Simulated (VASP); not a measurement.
Wanted: the native input for a VASP 6.6.1 run.

```yaml
Task: relaxation of cell and atoms
Functional: PBEsol
Potentials_or_basis: VASP PAW PBE potentials, release 64 (Na_pv, La)
Cutoff: 600 eV
k_mesh: 4 × 4 × 4
Occupations: methfessel-paxton, width 0.1 eV
Spin: no spin polarisation
Dipole_correction: no
Further_INCAR_settings: ALGO = Normal; EDIFF = 1e-06; IBRION = 2; EDIFFG = -0.03; NSW = 80; ISIF = 3
```

The structure of NaLa3 lies in POSCAR:

```
NaLa3
1.0
    5.2562870000      0.0000000000      0.0000000000
    0.0000000000      5.2562870000      0.0000000000
    0.0000000000      0.0000000000      5.2562870000
Na La
1 3
Direct
    0.0000000000      0.0000000000      0.0000000000
    0.5000000000      0.0000000000      0.5000000000
    0.0000000000      0.5000000000      0.5000000000
    0.5000000000      0.5000000000      0.0000000000
```

One way to write it, as run:

INCAR

```
SYSTEM = NaLa3
  PREC = Accurate
  ENCUT = 600
  EDIFF = 1E-6
  ISMEAR = 1
  SIGMA = 0.1
  LREAL = .FALSE.
  LASPH = .TRUE.
  NELM = 80
  ALGO = Normal
  ISIF = 3
  LWAVE = .FALSE.
  LCHARG = .FALSE.
  GGA = PS
  IBRION = 2
  NSW = 80
  EDIFFG = -0.03
```

KPOINTS

```
Automatic mesh
0
G
  4 4 4
  0 0 0
```

Potentials or basis: VASP PAW PBE potentials, release 64 (Na_pv, La).

The run is started by

```sh
$ cat potpaw_PBE.64/Na_pv/POTCAR potpaw_PBE.64/La/POTCAR > POTCAR
$ mpirun -np 1 vasp_std > vasp.out
```

It gave:

```
Relaxed volume                        : 33.93 Å³/atom
Relaxed cell                          : a = 5.139 Å, b = 5.139 Å, c = 5.139 Å, α = 90.00°, β = 90.00°, γ = 90.00°
Space group after relaxing (to 0.1 Å) : Pm-3m (No. 221)
Energy gained by relaxing             : 13.1 meV/atom
Ionic steps                           : 3
Pressure after relaxing               : 0.0 GPa
Band gap on the k mesh                : zero (bands 20 and 21 overlap by 2.09 eV)
```

Caveat: the PAW data sets were made with another functional, which shifts forces and pressure a little; spin-orbit coupling is left out, which moves the levels of the heavy elements.

Run time: 4.2 min on 1 thread of Intel Xeon 8259CL, with other jobs on the host, peak memory 0.3 GiB.
